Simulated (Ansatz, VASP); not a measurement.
## Cu in VASP and in Ansatz

```
CELL_PARAMETERS angstrom
2.46510 0.00000 0.00000
-1.23255 2.13484 0.00000
0.00000 0.00000 4.27547
ATOMIC_POSITIONS crystal
Cu 0.33333 0.66667 0.25000
Cu 0.66667 0.33333 0.75000
```

Alike in both runs: task single point; functional PBE; k mesh 21 × 21 × 12; occupations gaussian, width 0.15 eV; no spin polarisation.

|  | VASP | Ansatz |
| --- | --- | --- |
| version | VASP 6.6.1 | Ansatz 0.2.0 |
| potentials or method | VASP PAW PBE potentials, release 64 (Cu), cutoff 520 eV | scalar-relativistic, plane waves, PAW |
| valence electrons in the cell | 22 | 38 |

Ansatz gave:

* gap on the k mesh at the Fermi level (eV): none
* pressure (GPa): 10.7
* traceless stress, the component that is largest in VASP (GPa): -7.82

Q: Estimate VASP's values.

A: gap on the k mesh at the Fermi level (eV): none; pressure (GPa): 11.4; traceless stress, the component that is largest in VASP (GPa): -7.81.

A gap of «none» marks a metal or a gap that the smearing closes. The functional is the same, so the differences come from potentials, cutoffs and numerics. VASP's potentials hold 22 valence electrons a cell and Ansatz's 38, so a difference there can come from the potentials and not from the codes.
